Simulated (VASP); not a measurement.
# Pd (Fm-3m) in VASP: elastic constants with LDA

Aim: the elastic constants of Pd with LDA.

All numbers are computed with VASP 6.6.1; they aren't measurements. Logs are shortened: lines on timing, memory, paths and dates and some standing lists are left out, and cuts for length are marked.

## Step 1: The cell of the first run

The structure is cubic, space group Fm-3m (No. 225). Conventional cell: a = 3.820 Å, b = 3.820 Å, c = 3.820 Å, α = 90.00°, β = 90.00°, γ = 90.00°. Within 3.6 Å of Pd (site symmetry m-3m) lie 12 Pd at 2.70 Å.

## Step 2: Elastic constants, LDA

File INCAR:

```
SYSTEM = Pd
PREC = Accurate
ENCUT = 600
EDIFF = 1E-8
ISMEAR = -1
SIGMA = 0.1
LREAL = .FALSE.
LASPH = .TRUE.
NELM = 60
ALGO = Normal
ISIF = 3
LWAVE = .FALSE.
LCHARG = .FALSE.
GGA = CA
IBRION = 6
NFREE = 2
POTIM = 0.015
NSW = 1
```

File KPOINTS:

```
regular mesh
0
G
  24 24 24
  0 0 0
```

File POSCAR:

```
Pd
1.0
    0.0000000000      1.9099441487      1.9099441487
    1.9099441487      0.0000000000      1.9099441487
    1.9099441487      1.9099441487      0.0000000000
Pd
1
Direct
    0.0000000000      0.0000000000      0.0000000000
```

Potentials or basis: VASP PAW LDA potentials, release 64 (Pd).

On the command line:

```console
> cat potpaw_LDA.64/Pd/POTCAR > POTCAR
> mpirun -np 1 vasp_std > vasp.out
```

OUTCAR:

```text
SYSTEM = Pd
   PREC = Accurate
   ENCUT = 600
   EDIFF = 1E-8
   ISMEAR = -1
   LREAL = .FALSE.
   LASPH = .TRUE.
   NELM = 60
   ISIF = 3
   GGA = CA
   IBRION = 6
   NFREE = 2
   POTIM = 0.015
   NSW = 1

 ion  position               nearest neighbor table
   1  0.000  0.000  0.000-

  LATTYP: Found a face centered cubic cell.
 ALAT       =     3.8198882974

  Lattice vectors:

 A1 = (   0.0000000000,   1.9099441487,   1.9099441487)
 A2 = (   1.9099441487,   0.0000000000,   1.9099441487)
 A3 = (   1.9099441487,   1.9099441487,   0.0000000000)

Analysis of symmetry for initial positions (statically):
=====================================================================
 Subroutine PRICEL returns:
 Original cell was already a primitive cell.

 Routine SETGRP: Setting up the symmetry group for a
 face centered cubic supercell.

 Subroutine GETGRP returns: Found 48 space group operations
 (whereof 48 operations were pure point group operations)
 out of a pool of 48 trial point group operations.

The static configuration has the point symmetry O_h .

Analysis of symmetry for dynamics (positions and initial velocities):
=====================================================================
 Subroutine PRICEL returns:
 Original cell was already a primitive cell.

 Routine SETGRP: Setting up the symmetry group for a
 face centered cubic supercell.

 Subroutine GETGRP returns: Found 48 space group operations
 (whereof 48 operations were pure point group operations)
 out of a pool of 48 trial point group operations.

The dynamic configuration has the point symmetry O_h .

 Subroutine INISYM returns: Found 48 space group operations
 (whereof 48 operations are pure point group operations),
 and found     1 'primitive' translations

----------------------------------------------------------------------------------------

[... 335 lines left out ...]
      1       2.9107      2.00000
      2       7.4586      2.00000
      3       7.4586      2.00000
      4       7.4586      2.00000
      5       9.2610      2.00000
      6       9.2610      2.00000
      7      27.7355      0.00000
      8      32.7826      0.00000
      9      32.7826      0.00000
[... 265 lines left out ...]
 k-point    24 :       0.4583    0.0417    0.0000
  band No.  band energies     occupation
      1       4.8515      2.00000
      2       7.3946      2.00000
      3       7.4858      2.00000
      4       9.9383      1.99811
      5      10.5599      1.35774
      6      11.4525      0.00056
      7      18.9842      0.00000
      8      27.3050      0.00000
      9      31.9464      0.00000

 [... further k-points ...]

------------------------ aborting loop because EDIFF is reached ----------------------------------------

  FORCE on cell =-STRESS in cart. coord.  units (eV):
  Direction    XX          YY          ZZ          XY          YZ          ZX
  --------------------------------------------------------------------------------------
  -------------------------------------------------------------------------------------
  Total        0.3696245      0.3696245      0.3696245      0.0000000      0.0000000      0.0000000
  in kB       42.4990650     42.4990650     42.4990650      0.0000000      0.0000000      0.0000000
  external PRESSURE =      42.4990650 kB  Pullay stress =       0.0000000 kB
[... 16 lines left out ...]
  FREE ENERGIE OF THE ION-ELECTRON SYSTEM (eV)
  ---------------------------------------------------
  free  energy   TOTEN  =        -6.5249395112 eV

  energy  without entropy=       -6.4656518798  energy(sigma->0) =       -6.49529570

 INTERNAL STRAIN TENSORS FROM STRAINED CELLS
 ============================================

 INTERNAL STRAIN TENSOR FOR ION    1 for displacements in x,y,z  (eV/Angst):
          X           Y           Z          XY          YZ          ZX
  --------------------------------------------------------------------------------
  x     0.00000    -0.00000     0.00000     0.00000     0.00000     0.00000
  y    -0.00000    -0.00000     0.00000     0.00000     0.00000     0.00000
  z    -0.00000     0.00000    -0.00000    -0.00000    -0.00000    -0.00000

 INTERNAL STRAIN TENSORS FROM DISPLACED ATOMS
 ============================================

 INTERNAL STRAIN TENSOR FOR ION    1 for displacements in x,y,z  (eV/Angst):
          X           Y           Z          XY          YZ          ZX
  --------------------------------------------------------------------------------
  x     0.00000     0.00000     0.00000     0.00000     0.00000     0.00000
  y     0.00000     0.00000     0.00000     0.00000     0.00000     0.00000
  z     0.00000     0.00000     0.00000     0.00000     0.00000     0.00000

 Eigenvectors and eigenvalues of the dynamical matrix
 ----------------------------------------------------

   1 f  =    0.000000 THz     0.000000 2PiTHz    0.000000 cm-1     0.000000 meV
             X         Y         Z           dx          dy          dz
      0.000000  0.000000  0.000000    -0.416484   -0.909143    0.000000

   2 f  =    0.000000 THz     0.000000 2PiTHz    0.000000 cm-1     0.000000 meV
             X         Y         Z           dx          dy          dz
      0.000000  0.000000  0.000000    -0.909143    0.416484    0.000000

   3 f  =    0.000000 THz     0.000000 2PiTHz    0.000000 cm-1     0.000000 meV
             X         Y         Z           dx          dy          dz
      0.000000  0.000000  0.000000     0.000000    0.000000    1.000000

--------------------------------------------------------------------------------------------------------

 ELASTIC MODULI CONTR FROM IONIC RELAXATION (kBar)
 Direction    XX          YY          ZZ          XY          YZ          ZX
 --------------------------------------------------------------------------------
 XX           0.0000      0.0000      0.0000      0.0000      0.0000      0.0000
 YY           0.0000      0.0000      0.0000      0.0000      0.0000      0.0000
 ZZ           0.0000      0.0000      0.0000      0.0000      0.0000      0.0000
 XY           0.0000      0.0000      0.0000      0.0000      0.0000      0.0000
 YZ           0.0000      0.0000      0.0000      0.0000      0.0000      0.0000
 ZX           0.0000      0.0000      0.0000      0.0000      0.0000      0.0000
 --------------------------------------------------------------------------------

 TOTAL ELASTIC MODULI (kBar)
 Direction    XX          YY          ZZ          XY          YZ          ZX
 --------------------------------------------------------------------------------
 XX        2940.9731   2191.8373   2191.8373     -0.0000      0.0000      0.0000
 YY        2191.8373   2940.9731   2191.8373     -0.0000      0.0000     -0.0000
 ZZ        2191.8373   2191.8373   2940.9731     -0.0000     -0.0000     -0.0000
 XY          -0.0000     -0.0000     -0.0000   1002.2116      0.0000      0.0000
 YZ           0.0000      0.0000     -0.0000      0.0000   1002.2116      0.0000
 ZX           0.0000     -0.0000     -0.0000      0.0000      0.0000   1002.2116
 --------------------------------------------------------------------------------
```

It took 22 min on 1 thread of Intel Xeon Platinum 8488C (Sapphire Rapids), shared host; peak memory 1.1 GiB.

Results:

```
Elastic constants C11, C12, C44 : 294, 219, 100 GPa
Voigt bulk modulus              : 244 GPa
```

Elastic tensor in Voigt notation (GPa, in the Cartesian axes of the cell as first typed):
```
294 219 219   0   0   0
219 294 219   0   0   0
219 219 294   0   0   0
  0   0   0 100   0   0
  0   0   0   0 100   0
  0   0   0   0   0 100
```

Clamped-ion elastic tensor (GPa):
```
294 219 219   0   0   0
219 294 219   0   0   0
219 219 294   0   0   0
  0   0   0 100   0   0
  0   0   0   0 100   0
  0   0   0   0   0 100
```

Caveat: the cell is under stress, which shifts elastic constants.
